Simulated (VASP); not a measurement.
Write the native input for VASP 6.6.1 that does the following.

```
Task                   : single point
Functional             : r2SCAN
Potentials or basis    : VASP PAW PBE potentials, release 64 (Ti_sv)
Cutoff                 : 520 eV
k mesh                 : 18 × 18 × 10
Occupations            : gaussian, width 0.15 eV
Spin                   : no spin polarisation
Dipole correction      : no
Further INCAR settings : ALGO = Normal; EDIFF = 1e-06; NBANDS = 19
```

The system is Ti.

```
Ti
1.0
     2.90575    0.00000    0.00000
    -1.45287    2.51645    0.00000
     0.00000    0.00000    4.54542
Ti
2
Direct
  0.33333 0.66667 0.25000
  0.66667 0.33333 0.75000
```

This cell differs from its parent crystal: strain -0.015 along x and y, -0.030 along z.

These files were run (other wordings do the same):

POSCAR

```
Ti
1.0
    2.9057478925      0.0000000000      0.0000000000
   -1.4528739462      2.5164514919      0.0000000000
    0.0000000000      0.0000000000      4.5454200000
Ti
2
Direct
    0.3333333333      0.6666666667      0.2500000000
    0.6666666667      0.3333333333      0.7500000000
```

INCAR.step1

```
SYSTEM = Ti
PREC = Accurate
ENCUT = 520
ISMEAR = 0
SIGMA = 0.15
LREAL = .FALSE.
LASPH = .TRUE.
NELM = 80
NBANDS = 19
GGA = PE
ALGO = Normal
EDIFF = 1E-4
LWAVE = .TRUE.
LCHARG = .FALSE.
```

INCAR.step2

```
SYSTEM = Ti
PREC = Accurate
ENCUT = 520
EDIFF = 1E-6
ISMEAR = 0
SIGMA = 0.15
LREAL = .FALSE.
LASPH = .TRUE.
NELM = 80
ALGO = Normal
ISIF = 2
LWAVE = .FALSE.
LCHARG = .FALSE.
METAGGA = R2SCAN
LMIXTAU = .TRUE.
NBANDS = 19
ISTART = 1
```

KPOINTS

```
regular mesh
0
G
  18 18 10
  0 0 0
```

Potentials or basis: VASP PAW PBE potentials, release 64 (Ti_sv).

The run is started by

```bash
$ cat potpaw_PBE.64/Ti_sv/POTCAR > POTCAR
$ cp INCAR.step1 INCAR
$ mpirun -np 1 vasp_std > vasp.out
$ cp INCAR.step2 INCAR
$ mpirun -np 1 vasp_std > vasp.out
```

It gave:

| Quantity | Value |
| --- | --- |
| Pressure | 5.5 GPa |
| Band gap on the k mesh | zero (bands 12 and 13 overlap by 1.25 eV) |

Caveat: the cell differs from its parent crystal (strain -0.015 along x and y, -0.030 along z); the cell stands under pressure; the PAW data sets were made with another functional, which shifts forces and pressure a little.

It took 7 min on 1 thread of Intel(R) Xeon(R) Platinum 8488C (Sapphire Rapids), with other jobs on the host, peak memory 0.24 GiB.
